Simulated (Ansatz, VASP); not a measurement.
## Two plane-wave programs on Sb

INCAR

```
SYSTEM = Sb
PREC = Accurate
ENCUT = 520
EDIFF = 1E-6
ISMEAR = -1
SIGMA = 0.1
LREAL = .False.
LASPH = .True.
NELM = 80
ALGO = Normal
ISIF = 2
LWAVE = .False.
LCHARG = .False.
GGA = B5
ALDAX = 1.0
AGGAX = 1.0
AGGAC = 1.0
ALDAC = 0.0
NBANDS = 12
```

Contents of KPOINTS:

```
Automatic mesh
0
Gamma
  9 9 9
  0 0 0
```

The input POSCAR:

```
Sb
1.0
    0.0000000000      3.5802174126      3.5802174126
    3.5802174126      0.0000000000      3.5802174126
    3.5802174126      3.5802174126      0.0000000000
Sb
2
Direct
    0.1250000000      0.1250000000      0.1250000000
    0.8750000000      0.8750000000      0.8750000000
```

Input for Ansatz:

```yaml
crystal:
  lattice:
    - [0.0, 3.5802174126, 3.5802174126]
    - [3.5802174126, 0.0, 3.5802174126]
    - [3.5802174126, 3.5802174126, 0.0]
  atoms:
    - { symbol: Sb, position: [0.125, 0.125, 0.125] }
    - { symbol: Sb, position: [0.875, 0.875, 0.875] }
hamiltonian:
  xc: blyp
  pseudopotentials:
    kind: paw
    azcp:
      Sb: "pseudopotentials/Sb.paw.azcp"
basis:
  ecutwfc: 420
  fft_grid_basis: typed
kpoints:
  mp_grid: { grid: [9, 9, 9], shift: [0, 0, 0] }
magnetization:
  spin_polarized: false
scf:
  occupations: { method: fermi_dirac, width: 0.1 }
  lower_state_search: "off"
output:
  stress: true
```

Alike in both runs: task single point; functional BLYP; k mesh 9 × 9 × 9; occupations fermi-dirac, width 0.1 eV; no spin polarisation.

|  | VASP | Ansatz |
| --- | --- | --- |
| version | VASP 6.6.1 | Ansatz 0.2.0 |
| potentials or method | VASP PAW PBE potentials, release 64 (Sb), cutoff 520 eV | plane waves (420 eV) with PAW, scalar-relativistic |
| valence electrons in the cell | 10 | 30 |

VASP gave:

| Item | Value |
| --- | --- |
| pressure (GPa) | 0.1 |

Task: Which values does Ansatz return?

Result: Pressure (GPa): 0.0.

VASP's potentials were made for PBE, not for BLYP. The functional is the same, so the differences come from potentials, cutoffs and numerics. VASP's potentials hold 10 valence electrons a cell and Ansatz's 30, so a difference there can come from the potentials and not from the codes.

Neither program's run includes spin-orbit coupling.
